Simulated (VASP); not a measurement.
# KTaO3 in VASP: further runs

The runs below take KTaO3 through single point, with PBE.

All numbers are computed with VASP 6.6.1; they aren't measurements. Logs are shortened: lines on timing, memory, paths and dates and some standing lists are left out, and cuts for length are marked.

### 1 The cell of the first run

Symmetry: Pm-3m, No. 221, cubic system. Conventional cell: a = 4.129 Å, b = 4.129 Å, c = 4.129 Å, α = 90.00°, β = 90.00°, γ = 90.00°. Within 3.8 Å of K (site symmetry m-3m) lie 12 O at 2.92 Å and 8 Ta at 3.58 Å. Ta (site symmetry m-3m) has 6 O at 2.06 Å within 2.7 Å. Within 2.7 Å of O (site symmetry 4/mmm) lie 2 Ta at 2.06 Å.

### 2 Single point, PBE (volume 14.083 Å^3 an atom, c/a of the conventional cell 1.0000)

File INCAR:

```
SYSTEM = KTaO3
PREC = Accurate
ENCUT = 520
EDIFF = 1E-7
ISMEAR = 0
SIGMA = 0.05
LREAL = .FALSE.
LASPH = .TRUE.
NELM = 60
ALGO = Normal
ISIF = 2
LWAVE = .FALSE.
LCHARG = .FALSE.
GGA = PE
NBANDS = 27
```

File KPOINTS:

```
regular mesh
0
G
  8 8 8
  0 0 0
```

File POSCAR:

```
KTaO3
1.0
    4.1294137024      0.0000000000      0.0000000000
    0.0000000000      4.1294137024      0.0000000000
    0.0000000000      0.0000000000      4.1294137024
K Ta O
1 1 3
Direct
    0.5000000000      0.5000000000      0.5000000000
    0.0000000000      0.0000000000      0.0000000000
    0.5000000000      0.0000000000      0.0000000000
    0.0000000000      0.5000000000      0.0000000000
    0.0000000000      0.0000000000      0.5000000000
```

Potentials or basis: VASP PAW PBE potentials, release 64 (K_sv, Ta_pv, O).

Run with:

```bash
> cat potpaw_PBE.64/K_sv/POTCAR potpaw_PBE.64/Ta_pv/POTCAR potpaw_PBE.64/O/POTCAR > POTCAR
> mpirun -np 1 vasp_std > vasp.out
```

OUTCAR:

```text
SYSTEM = KTaO3
   PREC = Accurate
   ENCUT = 520
   EDIFF = 1E-7
   ISMEAR = 0
   LREAL = .FALSE.
   LASPH = .TRUE.
   NELM = 60
   ISIF = 2
   GGA = PE

 ion  position               nearest neighbor table
   1  0.500  0.500  0.500-   2 3.58   2 3.58   2 3.58   2 3.58   2 3.58   2 3.58   2 3.58   2 3.58

   2  0.000  0.000  0.000-   3 2.06   4 2.06   5 2.06   5 2.06   4 2.06   3 2.06   1 3.58   1 3.58
                             1 3.58   1 3.58   1 3.58   1 3.58   1 3.58   1 3.58
   3  0.500  0.000  0.000-   2 2.06   2 2.06
   4  0.000  0.500  0.000-   2 2.06   2 2.06
   5  0.000  0.000  0.500-   2 2.06   2 2.06

  LATTYP: Found a simple cubic cell.
 ALAT       =     4.1294137024

  Lattice vectors:

 A1 = (   4.1294137024,   0.0000000000,   0.0000000000)
 A2 = (   0.0000000000,   4.1294137024,   0.0000000000)
 A3 = (   0.0000000000,   0.0000000000,   4.1294137024)

Analysis of symmetry for initial positions (statically):
=====================================================================
 Subroutine PRICEL returns:
 Original cell was already a primitive cell.

 Routine SETGRP: Setting up the symmetry group for a
 simple cubic supercell.

 Subroutine GETGRP returns: Found 48 space group operations
 (whereof 48 operations were pure point group operations)
 out of a pool of 48 trial point group operations.

The static configuration has the point symmetry O_h .

Analysis of symmetry for dynamics (positions and initial velocities):
=====================================================================
 Subroutine PRICEL returns:
 Original cell was already a primitive cell.

 Routine SETGRP: Setting up the symmetry group for a
 simple cubic supercell.

 Subroutine GETGRP returns: Found 48 space group operations
 (whereof 48 operations were pure point group operations)
 out of a pool of 48 trial point group operations.

The dynamic configuration has the point symmetry O_h .

 Subroutine INISYM returns: Found 48 space group operations
 (whereof 48 operations are pure point group operations),
 and found     1 'primitive' translations

----------------------------------------------------------------------------------------

                                     Primitive cell

  volume of cell :      70.4150

  direct lattice vectors                    reciprocal lattice vectors
     4.129413702  0.000000000  0.000000000     0.242165129  0.000000000  0.000000000
     0.000000000  4.129413702  0.000000000     0.000000000  0.242165129  0.000000000
     0.000000000  0.000000000  4.129413702     0.000000000  0.000000000  0.242165129

  length of vectors
     4.129413702  4.129413702  4.129413702     0.242165129  0.242165129  0.242165129

  position of ions in fractional coordinates (direct lattice)
     0.500000000  0.500000000  0.500000000
     0.000000000  0.000000000  0.000000000
     0.500000000  0.000000000  0.000000000
     0.000000000  0.500000000  0.000000000
     0.000000000  0.000000000  0.500000000

  ion indices of the primitive-cell ions
   primitive index   ion index
                 1           1
                 2           2
                 3           3
                 4           4
                 5           5

----------------------------------------------------------------------------------------

 KPOINTS: regular mesh

Automatic generation of k-mesh.
 Grid dimensions read from file:
 generate k-points for:    8    8    8

 Generating k-lattice:

  Cartesian coordinates                     Fractional coordinates (reciprocal lattice)
     0.030270641  0.000000000  0.000000000     0.125000000  0.000000000  0.000000000
     0.000000000  0.030270641  0.000000000     0.000000000  0.125000000  0.000000000
     0.000000000  0.000000000  0.030270641     0.000000000  0.000000000  0.125000000

  Length of vectors
     0.030270641  0.030270641  0.030270641

  Shift w.r.t. Gamma in fractional coordinates (k-lattice)
     0.000000000  0.000000000  0.000000000

 Subroutine IBZKPT returns following result:
 ===========================================

 Found     35 irreducible k-points:

 Following reciprocal coordinates:
            Coordinates               Weight
  0.000000  0.000000  0.000000      1.000000
  0.125000  0.000000  0.000000      6.000000
  0.250000  0.000000  0.000000      6.000000
  0.375000  0.000000  0.000000      6.000000
  0.500000  0.000000  0.000000      3.000000
  0.125000  0.125000  0.000000     12.000000
[... 16 lines left out ...]
  0.375000  0.375000  0.125000     24.000000
  0.500000  0.375000  0.125000     24.000000
 [... further k-points ...]
   k-points           NKPTS =     35   k-points in BZ     NKDIM =     35   number of bands    NBANDS=     27
   number of dos      NEDOS =    301   number of ions     NIONS =      5
   total plane-waves  NPLWV =  32768
   dimension x,y,z NGX =    32 NGY =   32 NGZ =   32
   dimension x,y,z NGXF=    64 NGYF=   64 NGZF=   64
   ions per type =               1   1   3
   NGX,Y,Z   is equivalent  to a cutoff of  12.88, 12.88, 12.88 a.u.
   NGXF,Y,Z  is equivalent  to a cutoff of  25.77, 25.77, 25.77 a.u.
 SYSTEM =  KTaO3
   PREC   = accura    normal or accurate (medium, high low for compatibility)
   ISTART =      0    job   : 0-new  1-cont  2-samecut
   ICHARG =      2    charge: 1-file 2-atom 10-const
   ISPIN  =      1    spin polarized calculation?
   LNONCOLLINEAR =      F non collinear calculations
   LSORBIT =      F    spin-orbit coupling
   LASPH  =      T    aspherical Exc in radial PAW
   ENCUT  =  520.0 eV  38.22 Ry    6.18 a.u.   7.68  7.68  7.68*2*pi/ulx,y,z
   NELM   =     60;   NELMIN=  2; NELMDL= -5     # of ELM steps
   EDIFF  = 0.1E-06   stopping-criterion for ELM
   LREAL  =      F    real-space projection
   EDIFFG = 0.1E-05   stopping-criterion for IOM
   NSW    =      0    number of steps for IOM
   IBRION =     -1    ionic relax: 0-MD 1-quasi-New 2-CG
   NFREE  =      0    steps in history (QN), initial steepest desc. (CG)
   ISIF   =      2    stress and relaxation
   ISYM   =      2    0-nonsym 1-usesym 2-fastsym
   POTIM  = 0.5000    time-step for ionic-motion
   TEBEG  =    0.0;   TEEND  =   0.0 temperature during run
   PSTRESS=    0.0 pullay stress
   NELECT =      38.0000    total number of electrons
   NUPDOWN=      -1.0000    fix difference up-down
   EMIN   =  10.00;   EMAX   =-10.00  energy-range for DOS
   EFERMI =   0.00;   METHOD = LEGACY
   ISMEAR =     0;   SIGMA  =   0.05  broadening in eV -4-tet -1-fermi 0-gaus
   EFERMI_NEDOS =   21; number of points for ismear=-14 and -15
   IALGO  =     38    algorithm
   IMIX   =      4    mixing-type and parameters
     AMIX     =   0.40;   BMIX     =  1.00
     AMIX_MAG =   1.60;   BMIX_MAG =  1.00
  volume/ion in A,a.u.               =      14.08        95.04
  Fermi-wavevector in a.u.,A,eV,Ry     =   1.332849  2.518719 24.170568  1.776487
  Thomas-Fermi vector in A             =   2.461752
   LORBIT       =      0    0 simple, 1 ext, 2 COOP (PROOUT), +10 PAW based schemes
   GGA     = PE    functional components
   LHFCALC =     F    Hartree Fock is set to
   AEXX    =    0.0000 exact exchange contribution
   IVDW    =     0    specifies the selected vdW correction
   LEPSILON=     F    determine dielectric tensor
   LRPA    =     F    only Hartree local field effects (RPA)
 non-spin polarized calculation
 Gauss-broadening in eV      SIGMA  =   0.05
  energy-cutoff  :      520.00
  volume of cell :       70.42
 maximum number of plane-waves:      1924
 NGX is ok and might be reduce to    32
   NGX = 15   NGY = 15   NGZ = 15

 number of electron      38.0000024 magnetization

 Free energy of the ion-electron system (eV)
  ---------------------------------------------------
  ext. energy  EPLUGINS =         0.00000000
  ---------------------------------------------------
  free energy    TOTEN  =       -40.87442541 eV

  energy without entropy =      -40.87442541  energy(sigma->0) =      -40.87442541

 E-fermi :   1.3799     XC(G=0): -10.3404

 val. band max:        1.1196507877   @ k =   0.5000   0.5000   0.5000
 cond. band min:       3.0563846728   @ k =   0.0000   0.0000   0.0000
 fundamental gap:      1.9367338851
 Fermi energy:         1.3798544998

 k-point     1 :       0.0000    0.0000    0.0000
  band No.  band energies     occupation
      1     -33.4742      2.00000
      2     -33.4742      2.00000
      3     -33.4742      2.00000
      4     -26.3086      2.00000
      5     -16.0578      2.00000
      6     -15.3975      2.00000
[... 19 lines left out ...]
     26       9.1793      0.00000
     27       9.1793      0.00000

 k-point     2 :       0.1250    0.0000    0.0000
  band No.  band energies     occupation
      1     -33.4820      2.00000
      2     -33.4739      2.00000
      3     -33.4739      2.00000
      4     -26.3064      2.00000
      5     -16.0171      2.00000
      6     -15.3951      2.00000
[... 19 lines left out ...]
     26       9.3494      0.00000
     27       9.3659      0.00000

 k-point     3 :       0.2500    0.0000    0.0000
  band No.  band energies     occupation
      1     -33.5009      2.00000
      2     -33.4732      2.00000
      3     -33.4732      2.00000
      4     -26.3011      2.00000
      5     -15.9536      2.00000
      6     -15.3893      2.00000
[... 19 lines left out ...]
     26       9.7751      0.00000
     27       9.9158      0.00000

 k-point     4 :       0.3750    0.0000    0.0000
  band No.  band energies     occupation
      1     -33.5196      2.00000
      2     -33.4726      2.00000
      3     -33.4726      2.00000
      4     -26.2957      2.00000
      5     -15.9277      2.00000
      6     -15.3836      2.00000
[... 19 lines left out ...]
     26      10.2281      0.00000
     27      10.8295      0.00000
[... 516 lines left out ...]
      4     -26.2875      2.00000
      5     -15.6190      2.00000
      6     -15.1562      2.00000
[... 19 lines left out ...]
     26      11.0613      0.00000
     27      11.2320      0.00000

 k-point    23 :       0.3750    0.3750    0.1250
  band No.  band energies     occupation
      1     -33.5174      2.00000
      2     -33.5172      2.00000
      3     -33.4787      2.00000
      4     -26.2857      2.00000
      5     -15.5491      2.00000
      6     -14.9447      2.00000
[... 19 lines left out ...]
     26      10.9817      0.00000
     27      11.5279      0.00000

 k-point    24 :       0.5000    0.3750    0.1250
  band No.  band energies     occupation
      1     -33.5250      2.00000
      2     -33.5170      2.00000
      3     -33.4784      2.00000
      4     -26.2843      2.00000
      5     -15.5269      2.00000
      6     -14.9269      2.00000
[... 19 lines left out ...]
     26      11.2583      0.00000
     27      11.4764      0.00000

 [... further k-points ...]
[... 5 lines left out ...]
  --------------------------------------------------------------------------------------
  -------------------------------------------------------------------------------------
  Total       -5.2075675     -5.2075675     -5.2075675      0.0000000      0.0000000     -0.0000000
  in kB     -118.4896205   -118.4896205   -118.4896205      0.0000000      0.0000000     -0.0000000
  external PRESSURE =    -118.4896205 kB  Pullay stress =       0.0000000 kB

 VOLUME and BASIS-vectors are now :
 -----------------------------------------------------------------------------
  energy-cutoff  :      520.00
  volume of cell :       70.42
      direct lattice vectors                 reciprocal lattice vectors
     4.129413702  0.000000000  0.000000000     0.242165129  0.000000000  0.000000000
     0.000000000  4.129413702  0.000000000     0.000000000  0.242165129  0.000000000
     0.000000000  0.000000000  4.129413702     0.000000000  0.000000000  0.242165129

 POSITION                                       TOTAL-FORCE (eV/Angst)
 -----------------------------------------------------------------------------------
      2.06471      2.06471      2.06471         0.000000      0.000000      0.000000
      0.00000      0.00000      0.00000         0.000000      0.000000      0.000000
      2.06471      0.00000      0.00000         0.000000      0.000000      0.000000
      0.00000      2.06471      0.00000         0.000000      0.000000      0.000000
      0.00000      0.00000      2.06471         0.000000      0.000000      0.000000
 -----------------------------------------------------------------------------------
    total drift:                                0.000000      0.000000     -0.000000

  FREE ENERGIE OF THE ION-ELECTRON SYSTEM (eV)
  ---------------------------------------------------
  free  energy   TOTEN  =       -40.8744254134 eV

  energy  without entropy=      -40.8744254134  energy(sigma->0) =      -40.87442541
```

It took 34 s on 1 thread of AMD EPYC 9R45 (Zen 5), shared host; peak memory 0.18 GiB.

Results:

```yaml
Free_energy: -40.8744 eV
Pressure: -11.8 GPa
Band_gap_on_the_k_mesh: 1.94 eV, indirect (least direct gap 2.58 eV)
```

Caveat: spin-orbit coupling is left out, which moves the levels of the heavy elements. A k mesh can miss the band edges.

(Continued in part 2 of 2.)
